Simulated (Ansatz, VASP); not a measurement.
## One calculation of LiNbO3, two programs

INCAR

```
SYSTEM = LiNbO3
PREC = Accurate
ENCUT = 520
EDIFF = 1E-6
ISMEAR = 0
SIGMA = 0.01
LREAL = .FALSE.
LASPH = .TRUE.
NELM = 80
ALGO = Normal
ISIF = 2
LWAVE = .FALSE.
LCHARG = .FALSE.
GGA = PE
NBANDS = 25
```

File KPOINTS:

```
regular mesh
0
G
  6 6 6
  0 0 0
```

POSCAR

```
LiNbO3
1.0
    3.9160616454      0.0000000000      0.0000000000
    0.0000000000      3.9160616454      0.0000000000
    0.0000000000      0.0000000000      3.9160616454
Li Nb O
1 1 3
Direct
    0.0000000000      0.0000000000      0.0000000000
    0.5000000000      0.5000000000      0.5000000000
    0.5000000000      0.5000000000      0.0000000000
    0.5000000000      0.0000000000      0.5000000000
    0.0000000000      0.5000000000      0.5000000000
```

Input for Ansatz:

```yaml
crystal:
  lattice:
    - [3.9160616454, 0.0, 0.0]
    - [0.0, 3.9160616454, 0.0]
    - [0.0, 0.0, 3.9160616454]
  atoms:
    - { symbol: Li, position: [0.0, 0.0, 0.0] }
    - { symbol: Nb, position: [0.5, 0.5, 0.5] }
    - { symbol: O, position: [0.5, 0.5, 0.0] }
    - { symbol: O, position: [0.5, 0.0, 0.5] }
    - { symbol: O, position: [0.0, 0.5, 0.5] }
kpoints:
  mp_grid: { grid: [6, 6, 6] }
hamiltonian:
  xc: pbe
scf:
  occupations: { method: fixed }
  n_extra_bands: 5
output:
  forces: true
  stress: true
  eigenvalues: true
```

Alike in both runs: task single point; functional PBE; k mesh 6 × 6 × 6; no spin polarisation.

|  | VASP | Ansatz |
| --- | --- | --- |
| version | VASP 6.6.1 | Ansatz 0.2.0 |
| potentials or method | VASP PAW PBE potentials, release 64 (Li_sv, Nb_sv, O) | plane waves, PAW |
| plane-wave cutoff (eV) | 520 | 420 |
| occupations | gaussian, width 0.01 eV | fixed |
| valence electrons in the cell | 34 | 34 |

```csv
,VASP,Ansatz,Ansatz less VASP
gap on the k mesh at the Fermi level (eV),1.74,1.77,+0.022
```

Noted on VASP's run: the cutoff is short for stress, so the pressure is rough.
